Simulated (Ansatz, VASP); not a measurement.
**Two plane-wave programs on Ti**

Contents of INCAR:

```
PREC     = Accurate       # precision mode
ENCUT    = 520            # plane-wave cutoff, eV
EDIFF    = 1E-6           # SCF threshold, eV
ISMEAR   = 0              # smearing method
SIGMA    = 0.15           # smearing width, eV
LREAL    = False          # projectors in reciprocal space
LASPH    = True           # aspherical terms in the spheres
NELM     = 100            # most SCF steps
ALGO     = Fast           # electronic algorithm
ISIF     = 2              # what is computed and relaxed
LWAVE    = False          # write WAVECAR
LCHARG   = False          # write CHGCAR
GGA      = PS             # functional
NBANDS   = 12             # bands
```

KPOINTS

```
Automatic mesh
0
Gamma
  20 20 20
```

File POSCAR:

```
Ti
1.0
    0.0761250000      2.0300000000      2.0300000000
    2.0300000000      0.0761250000      2.0300000000
    2.1061250000      2.1061250000      0.0000000000
Ti
1
Direct
    0.0000000000      0.0000000000      0.0000000000
```

Input for Ansatz:

```yaml
crystal:
  lattice:
    - [0.076125, 2.03, 2.03]
    - [2.03, 0.076125, 2.03]
    - [2.106125, 2.106125, 0.0]
  atoms:
    - { symbol: Ti, position: [0.0, 0.0, 0.0] }
basis:
  ecutwfc: 420
kpoints:
  mp_grid: { grid: [20, 20, 20] }
hamiltonian:
  xc: pbesol
scf:
  occupations: { method: gaussian, width: 0.15 }
output:
  forces: true
  stress: true
  eigenvalues: true
```

Change from the starting cell: strain +0.0750 x Voigt [0, 0, 0, 0, 0, 1], atoms carried along.

Alike in both runs: task single point; functional PBEsol; k mesh 20 × 20 × 20; occupations gaussian, width 0.15 eV; no spin polarisation.

|  | VASP | Ansatz |
| --- | --- | --- |
| version | VASP 6.6.1 | Ansatz 0.2.0 |
| potentials or method | VASP PAW PBE potentials, release 64 (Ti_sv), cutoff 520 eV | scalar-relativistic, plane waves, PAW |
| valence electrons in the cell | 12 | 12 |

```tsv
	VASP	Ansatz	Ansatz less VASP
gap on the k mesh at the Fermi level (eV)	none	none	-
pressure (GPa)	-0.4	0.0	+0.30
traceless stress, the component that is largest in VASP (GPa)	-4.31	-4.35	-0.034
```

VASP's potentials were made for PBE, not for PBEsol. A gap of «none» marks a metal or a gap that the smearing closes. With one functional, cell and mesh, what is left measures potentials, basis and numerics.
